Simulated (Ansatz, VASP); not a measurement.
**One calculation of CaS, two programs**

```
Ca S
1.0
     0.00000    2.83571    2.83571
     2.83571    0.00000    2.83571
     2.83571    2.83571    0.00000
Ca S
1 1
Direct
  0.50000 0.50000 0.50000
  0.00000 0.00000 0.00000
```

Alike in both runs: task single point; functional PBE; dispersion D3(BJ); k mesh 8 × 8 × 8; occupations gaussian, width 0.05 eV; no spin polarisation.

```csv
,VASP,Ansatz
version,VASP 6.6.1,Ansatz 0.2.0
potentials or method,"VASP PAW PBE potentials, release 64 (Ca_sv, S), cutoff 500 eV","scalar-relativistic, plane waves, PAW"
valence electrons in the cell,16,16
```

Ansatz gave:

| Item | Value |
| --- | --- |
| gap on the k mesh at the Fermi level (eV) | 2.33 |
| least direct gap on the mesh (eV) | 3.15 |
| pressure (GPa) | -1.2 |

**Question.** Which values does VASP return?

**Answer.** gap on the k mesh at the Fermi level (eV): 2.33; least direct gap on the mesh (eV): 3.14; pressure (GPa): -1.0.
